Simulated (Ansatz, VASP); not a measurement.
## LiAuBr2: VASP beside Ansatz

INCAR

```
SYSTEM = LiAuBr2
ALGO = Normal ; EDIFF = 1E-7
EDIFFG = -0.005 ; ENCUT = 600
GGA = PS ; IBRION = 2
ISIF = 3 ; ISMEAR = 0
LASPH = .True. ; LCHARG = .False.
LREAL = .False. ; LWAVE = .False.
NELM = 100 ; NSW = 100
PREC = Accurate ; SIGMA = 0.02
```

The input KPOINTS:

```
k-points
0
Gamma
  9 9 9
  0 0 0
```

Contents of POSCAR:

```
LiAuBr2
1.0
    1.9652977935      1.1346652101      6.4186357155
   -1.9652977935      1.1346652101      6.4186357155
    0.0000000000     -2.2693304202      6.4186357155
Li Au Br
1 1 2
Direct
    0.5000000000      0.5000000000      0.5000000000
    0.0000000000      0.0000000000      0.0000000000
    0.7500000000      0.7500000000      0.7500000000
    0.2500000000      0.2500000000      0.2500000000
```

Input for Ansatz:

```yaml
crystal:
  lattice:
    - [1.9652977935, 1.1346652101, 6.4186357155]
    - [-1.9652977935, 1.1346652101, 6.4186357155]
    - [0.0, -2.2693304202, 6.4186357155]
  atoms:
    - { symbol: Li, position: [0.5, 0.5, 0.5] }
    - { symbol: Au, position: [0.0, 0.0, 0.0] }
    - { symbol: Br, position: [0.75, 0.75, 0.75] }
    - { symbol: Br, position: [0.25, 0.25, 0.25] }
basis:
  ecutwfc: 420
kpoints:
  mp_grid: { grid: [9, 9, 9] }
hamiltonian:
  xc: pbesol
scf:
  occupations: { method: gaussian, width: 0.02 }
output:
  forces: true
  stress: true
  eigenvalues: true
relax:
  adjacent_minimum: "off"
  f_tol: 0.005
  max_steps: 80
  cell: { stress_tol: 0.05 }
```

Alike in both runs: task relaxation of cell and atoms; functional PBEsol; k mesh 9 × 9 × 9; occupations gaussian, width 0.02 eV; no spin polarisation.

```csv
,VASP,Ansatz
version,VASP 6.6.1,Ansatz 0.2.0
potentials or method,"VASP PAW PBE potentials, release 64 (Li_sv, Au, Br), cutoff 600 eV","scalar-relativistic, plane waves, PAW"
valence electrons in the cell,28,36
```

Ansatz gave:

| Quantity | Value |
| --- | --- |
| gap on the k mesh at the Fermi level, each at its own relaxed structure (eV) | 0.80 |
| relaxed volume (Å³/atom) | 21.79 |
| relaxed length of the cell vector where the two differ most in proportion (Å) | 6.590 |

Task: Estimate VASP's values.

Result: gap on the k mesh at the Fermi level, each at its own relaxed structure (eV): 0.80; relaxed volume (Å³/atom): 21.80; relaxed length of the cell vector where the two differ most in proportion (Å): 6.588.

VASP's potentials were made for PBE, not for PBEsol. VASP's potentials hold 28 valence electrons a cell and Ansatz's 36, so a difference there can come from the potentials and not from the codes.

Neither program's run includes spin-orbit coupling. Noted on VASP's run: the cutoff is under 1.25 times that of the potentials, so the pressure is a little rough.
